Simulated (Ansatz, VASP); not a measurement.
# One calculation of Ge, two programs

File INCAR:

```
ALGO = Normal
EDIFF = 1E-6
ENCUT = 520
GGA = PS
ISIF = 2
ISMEAR = 0
LASPH = True
LCHARG = True
LELF = True
LREAL = False
LVHAR = True
LWAVE = False
NBANDS = 21
NELM = 100
PREC = Accurate
SIGMA = 0.15
```

The input KPOINTS:

```
k-points
0
Gamma
  16 16 16
```

Contents of POSCAR:

```
Ge
1.0
    0.0000000000      2.4711582112      3.7067373168
    2.4711582112      0.0000000000      3.7067373168
    2.4711582112      2.4711582112      0.0000000000
Ge
2
Direct
    0.5000000000      0.5000000000      0.5000000000
    0.7500000000      0.7500000000      0.7500000000
```

Input for Ansatz:

```yaml
crystal:
  lattice:
    - [0.0, 2.4711582112, 3.7067373168]
    - [2.4711582112, 0.0, 3.7067373168]
    - [2.4711582112, 2.4711582112, 0.0]
  atoms:
    - { symbol: Ge, position: [0.5, 0.5, 0.5] }
    - { symbol: Ge, position: [0.75, 0.75, 0.75] }
basis:
  ecutwfc: 420
kpoints:
  mp_grid: { grid: [16, 16, 16] }
hamiltonian:
  xc: pbesol
scf:
  occupations: { method: gaussian, width: 0.15 }
output:
  forces: true
  stress: true
  eigenvalues: true
```

Alike in both runs: task single point; functional PBEsol; k mesh 16 × 16 × 16; occupations gaussian, width 0.15 eV; no spin polarisation.

|  | VASP | Ansatz |
| --- | --- | --- |
| version | VASP 6.6.1 | Ansatz 0.2.0 |
| potentials or method | VASP PAW PBE potentials, release 64 (Ge_d), cutoff 520 eV | scalar-relativistic, plane waves, PAW |
| valence electrons in the cell | 28 | 28 |

|  | VASP | Ansatz | Ansatz less VASP |
| --- | --- | --- | --- |
| gap on the k mesh at the Fermi level (eV) | none | none | - |
| pressure (GPa) | 0.1 | 0.2 | +0.09 |
| traceless stress, the component that is largest in VASP (GPa) | -5.57 | -5.52 | +0.043 |

VASP's potentials were made for PBE, not for PBEsol. A gap of «none» marks a metal or a gap that the smearing closes.
